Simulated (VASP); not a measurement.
# Sb (I4/mcm) in VASP: settings compared

Sb is run at these levels: r2SCAN-based global hybrid with 50 % exact exchange, PBE0, HSE06; tasks: single point.

All numbers are computed with VASP 6.6.1; they aren't measurements. Logs are shortened: lines on timing, memory, paths and dates and some standing lists are left out, and cuts for length are marked.

### 1 The cell of the first run

Symmetry: I4/mcm, No. 140, tetragonal system. Conventional cell: a = 8.060 Å, b = 8.060 Å, c = 4.051 Å, α = 90.00°, β = 90.00°, γ = 90.00°. Within 4.1 Å of Sb (site symmetry m2m) lie 9 Sb at 3.03 to 4.05 Å.

### 2 Single point, r2SCAN-based global hybrid with 50 % exact exchange

The input, POSCAR:

```
Sb
1.0
   -4.0300106443      4.0300106443      2.0254867038
    4.0300106443     -4.0300106443      2.0254867038
    4.0300106443      4.0300106443     -2.0254867038
Sb
4
Direct
    0.6512630600      0.1512630600      0.8025261200
    0.1512630600      0.3487369400      0.5000000000
    0.3487369400      0.8487369400      0.1974738800
    0.8487369400      0.6512630600      0.5000000000
```

The input, INCAR.step1:

```
SYSTEM = Sb
ALGO     = Normal         ! electronic algorithm
EDIFF    = 1E-5           ! SCF threshold, eV
ENCUT    = 520            ! plane-wave cutoff, eV
GGA      = PE             ! functional
ISIF     = 2              ! what is computed and relaxed
ISMEAR   = -1             ! smearing method
LASPH    = .True.         ! aspherical terms in the spheres
LREAL    = .False.        ! projectors in reciprocal space
LWAVE    = .True.         ! write WAVECAR
NBANDS   = 18             ! bands
NELM     = 60             ! most SCF steps
PREC     = Accurate       ! precision mode
SIGMA    = 0.05           ! smearing width, eV
```

The input, INCAR.step2:

```
SYSTEM = Sb
AEXX     = 0.5            ! exact-exchange fraction
ALGO     = Normal         ! electronic algorithm
EDIFF    = 1E-7           ! SCF threshold, eV
ENCUT    = 520            ! plane-wave cutoff, eV
ISIF     = 2              ! what is computed and relaxed
ISMEAR   = -1             ! smearing method
ISTART   = 1            
LASPH    = .True.         ! aspherical terms in the spheres
LCHARG   = .True.         ! write CHGCAR
LELF     = .True.         ! ELF
LHFCALC  = .True.         ! exact exchange
LMIXTAU  = .True.       
LREAL    = .False.        ! projectors in reciprocal space
LVHAR    = .True.       
LWAVE    = .False.        ! write WAVECAR
METAGGA  = R2SCAN         ! meta-GGA
NBANDS   = 18             ! bands
NELM     = 60             ! most SCF steps
PREC     = Accurate       ! precision mode
PRECFOCK = Normal       
SIGMA    = 0.05           ! smearing width, eV
```

The input, KPOINTS:

```
k-points
0
Gamma
  4 4 4
  0 0 0
```

Potentials or basis: VASP PAW PBE potentials, release 64 (Sb).

On the command line:

```sh
> cat potpaw_PBE.64/Sb/POTCAR > POTCAR
> cp INCAR.step1 INCAR
> mpirun -np 1 vasp_std > vasp.out
> cp INCAR.step2 INCAR
> mpirun -np 1 vasp_std > vasp.out
```

OUTCAR:

```text
SYSTEM = Sb
   AEXX = 0.5
   EDIFF = 1E-7
   ENCUT = 520
   ISIF = 2
   ISMEAR = -1
   ISTART = 1
   LASPH = .True.
   LHFCALC = .True.
   LREAL = .False.
   METAGGA = R2SCAN
   NELM = 60
   PREC = Accurate
   PRECFOCK = Normal

 ion  position               nearest neighbor table
   1  0.651  0.151  0.803-   3 3.03   3 3.03   2 3.17   4 3.17   2 3.17   4 3.17   3 3.45
   2  0.151  0.349  0.500-   4 3.03   4 3.03   1 3.17   3 3.17   1 3.17   3 3.17   4 3.45
   3  0.349  0.849  0.197-   1 3.03   1 3.03   2 3.17   4 3.17   4 3.17   2 3.17   1 3.45
   4  0.849  0.651  0.500-   2 3.03   2 3.03   1 3.17   3 3.17   3 3.17   1 3.17   2 3.45

  LATTYP: Found a body centered tetragonal cell.
 ALAT       =     8.0600212886
 C/A-ratio  =     0.5026008322

  Lattice vectors:

 A1 = (  -4.0300106443,   4.0300106443,   2.0254867038)
 A2 = (   4.0300106443,  -4.0300106443,   2.0254867038)
 A3 = (   4.0300106443,   4.0300106443,  -2.0254867038)

Analysis of symmetry for initial positions (statically):
=====================================================================
 Subroutine PRICEL returns:
 Original cell was already a primitive cell.

 Routine SETGRP: Setting up the symmetry group for a
 body centered tetragonal supercell.

 Subroutine GETGRP returns: Found 16 space group operations
 (whereof  8 operations were pure point group operations)
 out of a pool of 16 trial point group operations.

The static configuration has the point symmetry C_4h.
 The point group associated with its full space group is D_4h.

Analysis of symmetry for dynamics (positions and initial velocities):
=====================================================================
 Subroutine PRICEL returns:
 Original cell was already a primitive cell.

 Routine SETGRP: Setting up the symmetry group for a
 body centered tetragonal supercell.

 Subroutine GETGRP returns: Found 16 space group operations
 (whereof  8 operations were pure point group operations)
 out of a pool of 16 trial point group operations.

The dynamic configuration has the point symmetry C_4h.
 The point group associated with its full space group is D_4h.

 Subroutine INISYM returns: Found 16 space group operations
 (whereof  8 operations are pure point group operations),
 and found     1 'primitive' translations

----------------------------------------------------------------------------------------

                                     Primitive cell

  volume of cell :     131.5836

  direct lattice vectors                    reciprocal lattice vectors
    -4.030010644  4.030010644  2.025486704     0.000000000  0.124069151  0.246854249
     4.030010644 -4.030010644  2.025486704     0.124069151  0.000000000  0.246854249
     4.030010644  4.030010644 -2.025486704     0.124069151  0.124069151  0.000000000

  length of vectors
     6.048517833  6.048517833  6.048517833     0.276279161  0.276279161  0.175460276

  position of ions in fractional coordinates (direct lattice)
     0.651263060  0.151263060  0.802526120
     0.151263060  0.348736940  0.500000000
     0.348736940  0.848736940  0.197473880
     0.848736940  0.651263060  0.500000000

  ion indices of the primitive-cell ions
   primitive index   ion index
                 1           1
                 2           2
                 3           3
                 4           4

----------------------------------------------------------------------------------------

 KPOINTS: k-points

Automatic generation of k-mesh.
 Grid dimensions read from file:
 generate k-points for:    4    4    4

 Generating k-lattice:

  Cartesian coordinates                     Fractional coordinates (reciprocal lattice)
     0.000000000  0.031017288  0.061713562     0.250000000  0.000000000 -0.000000000
     0.031017288  0.000000000  0.061713562     0.000000000  0.250000000 -0.000000000
     0.031017288  0.031017288  0.000000000     0.000000000  0.000000000  0.250000000

  Length of vectors
     0.069069790  0.069069790  0.043865069

  Shift w.r.t. Gamma in fractional coordinates (k-lattice)
     0.000000000  0.000000000  0.000000000

 Subroutine IBZKPT returns following result:
 ===========================================

 Found     13 irreducible k-points:

 Following reciprocal coordinates:
            Coordinates               Weight
  0.000000  0.000000  0.000000      1.000000
  0.250000  0.000000  0.000000      8.000000
  0.500000  0.000000  0.000000      4.000000
  0.250000  0.250000  0.000000      8.000000
  0.500000  0.250000 -0.000000     16.000000
 -0.250000  0.250000  0.000000      4.000000
  0.500000  0.500000  0.000000      2.000000
  0.250000  0.250000  0.250000      2.000000
 -0.250000  0.250000  0.250000      4.000000
  0.500000  0.500000  0.250000      4.000000
 -0.250000  0.500000  0.250000      8.000000
 -0.250000 -0.250000  0.250000      2.000000
  0.500000  0.500000  0.500000      1.000000
   k-points           NKPTS =     13   k-points in BZ     NKDIM =     64   number of bands    NBANDS=     18
   number of dos      NEDOS =    301   number of ions     NIONS =      4
   total plane-waves  NPLWV = 110592
   dimension x,y,z NGX =    48 NGY =   48 NGZ =   48
   dimension x,y,z NGXF=    96 NGYF=   96 NGZF=   96
   ions per type =               4
   NGX,Y,Z   is equivalent  to a cutoff of  13.19, 13.19, 13.19 a.u.
   NGXF,Y,Z  is equivalent  to a cutoff of  26.39, 26.39, 26.39 a.u.
 SYSTEM =  Sb
   PREC   = accura    normal or accurate (medium, high low for compatibility)
   ISTART =      1    job   : 0-new  1-cont  2-samecut
   ICHARG =      0    charge: 1-file 2-atom 10-const
   ISPIN  =      1    spin polarized calculation?
   LNONCOLLINEAR =      F non collinear calculations
   LSORBIT =      F    spin-orbit coupling
   LASPH  =      T    aspherical Exc in radial PAW
   ENCUT  =  520.0 eV  38.22 Ry    6.18 a.u.  11.25 11.25 11.25*2*pi/ulx,y,z
   NELM   =     60;   NELMIN=  2; NELMDL=  0     # of ELM steps
   EDIFF  = 0.1E-06   stopping-criterion for ELM
   LREAL  =      F    real-space projection
   EDIFFG = 0.1E-05   stopping-criterion for IOM
   NSW    =      0    number of steps for IOM
   IBRION =     -1    ionic relax: 0-MD 1-quasi-New 2-CG
   NFREE  =      0    steps in history (QN), initial steepest desc. (CG)
   ISIF   =      2    stress and relaxation
   ISYM   =      3    0-nonsym 1-usesym 2-fastsym
   POTIM  = 0.5000    time-step for ionic-motion
   TEBEG  =    0.0;   TEEND  =   0.0 temperature during run
   PSTRESS=    0.0 pullay stress
   NELECT =      20.0000    total number of electrons
   NUPDOWN=      -1.0000    fix difference up-down
   EMIN   =  10.00;   EMAX   =-10.00  energy-range for DOS
   EFERMI =   0.00;   METHOD = LEGACY
   ISMEAR =    -1;   SIGMA  =   0.05  broadening in eV -4-tet -1-fermi 0-gaus
   EFERMI_NEDOS =   21; number of points for ismear=-14 and -15
   IALGO  =     38    algorithm
   IMIX   =      1    mixing-type and parameters
     AMIX     =   0.40;   BMIX     =  1.00
     AMIX_MAG =   1.60;   BMIX_MAG =  1.00
  volume/ion in A,a.u.               =      32.90       221.99
  Fermi-wavevector in a.u.,A,eV,Ry     =   0.873677  1.651010 10.385484  0.763312
  Thomas-Fermi vector in A             =   1.993101
   LORBIT       =      0    0 simple, 1 ext, 2 COOP (PROOUT), +10 PAW based schemes
   METAGGA = R2SCAN    functional components
   LHFCALC =     T    Hartree Fock is set to
   PRECFOCK=normal    Normal, Fast or Accurate (Low or Medium for compatibility)
   ENCUT4O =  -1.0   cutoff for four orbital integrals eV
   NKREDX  =     1    reduce k-point grid by
   NKREDY  =     1    reduce k-point grid by
   NKREDZ  =     1    reduce k-point grid by
   AEXX    =    0.5000 exact exchange contribution
   HFSCREEN=    0.0000 screening length (either q_TF or 0.3 A-1)
   HFSCREENC=   0.0000 screening length for correlation (either q_TF or 0.3 A-1)
   ENCUTFOCK=  -1.0 apply spherical cutoff to Coloumb kernel
   IVDW    =     0    specifies the selected vdW correction
   LEPSILON=     F    determine dielectric tensor
   LRPA    =     F    only Hartree local field effects (RPA)
 non-spin polarized calculation
  energy-cutoff  :      520.00
  volume of cell :      131.58
 maximum number of plane-waves:      3571
 NGX is ok and might be reduce to    48
  NGX = 36; NGY = 36; NGZ = 36

 number of electron      20.0000001 magnetization

 Free energy of the ion-electron system (eV)
  ---------------------------------------------------
  ext. energy  EPLUGINS =         0.00000000
  ---------------------------------------------------
  free energy    TOTEN  =       -72.91255491 eV

  energy without entropy =      -72.91253923  energy(sigma->0) =      -72.91254707

 E-fermi :   5.7373     XC(G=0):  -5.4083

 val. band max:        5.2681756166   @ k =  -0.2500   0.2500   0.0000
 cond. band min:       6.2104551014   @ k =   0.2500   0.2500   0.2500
 fundamental gap:      0.9422794848
 Fermi energy:         5.7373437329

 k-point     1 :       0.0000    0.0000    0.0000
  band No.  band energies     occupation
      1     -10.6648      2.00000
      2      -6.4373      2.00000
      3      -4.9200      2.00000
      4      -4.9200      2.00000
      5      -1.4537      2.00000
      6       2.6384      2.00000
[... 10 lines left out ...]
     17      13.6151      0.00000
     18      14.2592      0.00000

 k-point     2 :       0.2500    0.0000    0.0000
  band No.  band energies     occupation
      1      -9.8409      2.00000
      2      -6.4560      2.00000
      3      -5.0958      2.00000
      4      -4.4432      2.00000
      5      -0.7671      2.00000
      6      -0.6059      2.00000
[... 10 lines left out ...]
     17      12.4211      0.00000
     18      14.3235      0.00000

 k-point     3 :       0.5000    0.0000    0.0000
  band No.  band energies     occupation
      1      -7.4192      2.00000
      2      -7.4192      2.00000
      3      -5.6759      2.00000
      4      -5.6759      2.00000
      5      -1.6883      2.00000
      6      -1.6883      2.00000
[... 10 lines left out ...]
     17      13.1802      0.00000
     18      13.1802      0.00000

 k-point     4 :       0.2500    0.2500    0.0000
  band No.  band energies     occupation
      1      -7.6698      2.00000
      2      -7.0249      2.00000
      3      -5.9380      2.00000
      4      -5.6508      2.00000
      5      -1.9176      2.00000
      6      -0.2189      2.00000
[... 144 lines left out ...]
      4      -4.4592      2.00000
      5       0.2237      2.00000
      6       0.6100      2.00000
[... 10 lines left out ...]
     17      13.2537      0.00000
     18      13.4214      0.00000

 k-point    12 :      -0.2500   -0.2500    0.2500
  band No.  band energies     occupation
      1      -7.9081      2.00000
      2      -6.4800      2.00000
      3      -5.9157      2.00000
      4      -5.9157      2.00000
      5      -1.9917      2.00000
      6      -0.2959      2.00000
[... 10 lines left out ...]
     17      12.9002      0.00000
     18      14.3549      0.00000

 k-point    13 :       0.5000    0.5000    0.5000
  band No.  band energies     occupation
      1      -8.8673      2.00000
      2      -8.3196      2.00000
      3      -8.3196      2.00000
      4      -0.9532      2.00000
      5      -0.8463      2.00000
      6       0.9537      2.00000
[... 10 lines left out ...]
     17      11.3602      0.00000
     18      12.6595      0.00000

------------------------ aborting loop because EDIFF is reached ----------------------------------------

  FORCE on cell =-STRESS in cart. coord.  units (eV):
  Direction    XX          YY          ZZ          XY          YZ          ZX
  --------------------------------------------------------------------------------------
  -------------------------------------------------------------------------------------
  Total       -4.7964215     -4.7964215     -4.6979266      0.0000000     -0.0000000     -0.0000000
  in kB      -58.4017885    -58.4017885    -57.2025031      0.0000000     -0.0000000     -0.0000000
  external PRESSURE =     -58.0020267 kB  Pullay stress =       0.0000000 kB

 VOLUME and BASIS-vectors are now :
 -----------------------------------------------------------------------------
  energy-cutoff  :      520.00
  volume of cell :      131.58
      direct lattice vectors                 reciprocal lattice vectors
    -4.030010644  4.030010644  2.025486704     0.000000000  0.124069151  0.246854249
     4.030010644 -4.030010644  2.025486704     0.124069151  0.000000000  0.246854249
     4.030010644  4.030010644 -2.025486704     0.124069151  0.124069151  0.000000000

 POSITION                                       TOTAL-FORCE (eV/Angst)
 -----------------------------------------------------------------------------------
      1.21918      5.24919     -0.00000         0.048581      0.048581     -0.000000
      2.81083      1.21918      0.00000        -0.048581      0.048581      0.000000
      2.81083     -1.21918      2.02549        -0.048581     -0.048581      0.000000
      1.21918      2.81083      2.02549         0.048581     -0.048581     -0.000000
 -----------------------------------------------------------------------------------
    total drift:                               -0.000000      0.000000      0.000000

  FREE ENERGIE OF THE ION-ELECTRON SYSTEM (eV)
  ---------------------------------------------------
  free  energy   TOTEN  =       -72.9125549120 eV

  energy  without entropy=      -72.9125392271  energy(sigma->0) =      -72.91254707
```

Wall time 89 min (1 thread of Intel Xeon Platinum 8375C at 2.90GHz (Ice Lake), shared host); peak memory 0.4 GiB.

What came out:

* Free energy: -72.9126 eV
* Pressure: -5.8 GPa
* Largest force: 0.069 eV/Å
* Band gap on the k mesh: zero (bands 10 and 11 overlap by 3.39 eV)

Forces in eV/Å, atoms in the order of the input:
```
Sb   0.049  0.049  0.000
Sb  -0.049  0.049  0.000
Sb  -0.049 -0.049  0.000
Sb   0.049 -0.049  0.000
```

Levels at points of the mesh, in eV from the Fermi level:
| k point | band 8 | band 9 | band 10 | band 11 | band 12 | band 13 |
| --- | --- | --- | --- | --- | --- | --- |
| (0.00, 0.00, 0.00) | -2.20 | -1.94 | -1.92 | -1.92 | -1.03 | 4.09 |
| (0.50, 0.00, 0.00) | -3.63 | -2.21 | -2.21 | -1.30 | -1.30 | 4.11 |
| (0.50, 0.50, 0.00) | -3.69 | -2.33 | 0.79 | 0.91 | 3.10 | 3.26 |
| (0.50, 0.50, 0.50) | -2.73 | 0.95 | 0.98 | 2.94 | 2.94 | 3.00 |

Caveat: the k points lie up to 0.43 Å⁻¹ apart, too coarse for converged energies and pressures of a metal; the PAW data sets were made with another functional, which shifts forces and pressure a little; spin-orbit coupling is left out, which moves the levels of the heavy elements.

(Part 1 of 2 ends here.)
